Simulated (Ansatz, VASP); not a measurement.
Ge in VASP and in Ansatz

```
CELL_PARAMETERS angstrom
0.00000 2.82891 2.82891
2.82891 0.00000 2.82891
2.82891 2.82891 0.00000
ATOMIC_POSITIONS crystal
Ge 0.75000 0.75000 0.75000
Ge 0.50000 0.50000 0.50000
```

Alike in both runs: task relaxation of cell and atoms; functional PBEsol; dispersion D4; k mesh 8 × 8 × 8; occupations fermi-dirac, width 0.05 eV; no spin polarisation.

|  | VASP | Ansatz |
| --- | --- | --- |
| version | VASP 6.6.1 | Ansatz 0.2.0 |
| potentials or method | VASP PAW PBE potentials, release 64 (Ge_d), cutoff 600 eV | all-electron LAPW, scalar-relativistic |

|  | VASP | Ansatz | Ansatz less VASP |
| --- | --- | --- | --- |
| relaxed volume (Å³/atom) | 22.43 | 22.44 | +0.016 |
| relaxed length of the cell vector where the two differ most in proportion (Å) | 3.988 | 3.989 | +0.0009 |

VASP's potentials were made for PBE, not for PBEsol. Ansatz ran all-electron here, and VASP with PAW potentials.
